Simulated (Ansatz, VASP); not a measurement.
One calculation of ZnO, two programs

The input POSCAR:

```
ZnO
1.0
    2.6373721193      0.0000000000      0.0000000000
    0.0000000000      2.6373721193      0.0000000000
    0.0000000000      0.0000000000      2.6373721193
Zn O
1 1
Direct
    0.0000000000      0.0000000000      0.0000000000
    0.5000000000      0.5000000000      0.5000000000
```

The input INCAR.step1:

```
PREC = Accurate
ENCUT = 520
ISMEAR = -1
SIGMA = 0.03
LREAL = False
LASPH = True
NELM = 60
NBANDS = 16
GGA = PE
ALGO = Normal
EDIFF = 1E-4
LWAVE = True
LCHARG = False
```

INCAR.step2

```
PREC = Accurate
ENCUT = 520
EDIFF = 1E-6
ISMEAR = -1
SIGMA = 0.03
LREAL = False
LASPH = True
NELM = 60
ALGO = Normal
ISIF = 2
LWAVE = False
LCHARG = False
METAGGA = R2SCAN
LMIXTAU = True
LUSE_VDW = True
IVDW_NL = 2
BPARAM = 11.95
CPARAM = 0.0093
NBANDS = 16
ISTART = 1
```

Contents of KPOINTS:

```
Automatic mesh
0
Gamma
  10 10 10
```

Input for Ansatz:

```yaml
crystal:
  lattice:
    - [2.6373721193, 0.0, 0.0]
    - [0.0, 2.6373721193, 0.0]
    - [0.0, 0.0, 2.6373721193]
  atoms:
    - { symbol: Zn, position: [0.0, 0.0, 0.0] }
    - { symbol: O, position: [0.5, 0.5, 0.5] }
kpoints:
  mp_grid: { grid: [10, 10, 10] }
  band_path:
    path: [[0.0, 0.0, 0.0], [0.0, 0.5, 0.0], [0.5, 0.5, 0.0], [0.5, 0.5, 0.5]]
    npoints: 1
hamiltonian:
  xc: r2scan
  dispersion: rvv10
scf:
  occupations: { method: fermi_dirac, width: 0.03 }
  n_extra_bands: 4
output:
  forces: true
  stress: true
  eigenvalues: true
```

Alike in both runs: task single point; functional r2SCAN; dispersion rVV10; k mesh 10 × 10 × 10; occupations fermi-dirac, width 0.03 eV; no spin polarisation.

|  | VASP | Ansatz |
| --- | --- | --- |
| version | VASP 6.6.1 | Ansatz 0.2.0 |
| potentials or method | VASP PAW PBE potentials, release 64 (Zn, O) | plane waves, PAW |
| plane-wave cutoff (eV) | 520 | 500 |
| valence electrons in the cell | 18 | 18 |

VASP gave:

| Quantity | Value |
| --- | --- |
| pressure (GPa) | 1.3 |

Q: Estimate Ansatz's values.

A: Pressure (GPa): -0.1.

VASP's potentials were made for PBE, not for r2SCAN.
